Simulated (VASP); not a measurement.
Input of a VASP 6.6.1 run:

INCAR

```
SYSTEM = Co
ALGO = Normal ; EDIFF = 1E-6
ENCUT = 520 ; GGA = PS
ISIF = 2 ; ISMEAR = -1
LASPH = .TRUE. ; LCHARG = .FALSE.
LREAL = .FALSE. ; LWAVE = .FALSE.
NBANDS = 20 ; NELM = 60
PREC = Accurate ; SIGMA = 0.1
```

File KPOINTS:

```
k-points
0
G
  11 11 15
  0 0 0
```

File POSCAR:

```
Co
1.0
    3.6940796426      0.0000000000      0.0000000000
   -1.8470398213      3.1991668141      0.0000000000
    0.0000000000      0.0000000000      2.2626222542
Co
3
Direct
    0.0000000000      1.0000000000      0.0000000000
    0.3333333333      0.6666666667      0.5000000000
    0.6666666667      0.3333333333      0.5000000000
```

Potentials or basis: VASP PAW PBE potentials, release 64 (Co).

Command:

```console
$ cat potpaw_PBE.64/Co/POTCAR > POTCAR
$ mpirun -np 1 vasp_std > vasp.out
```

(1) Estimate the band gap on the k mesh.

(2) Predict the pressure.

## Answers

(1) zero (an odd number of electrons rules out a gap without spin polarisation).

(2) 44.8 GPa.

Caveat: the cell stands under pressure; the PAW data sets were made with another functional, which shifts forces and pressure a little; the run has no spin polarisation, though such a crystal can be magnetic.
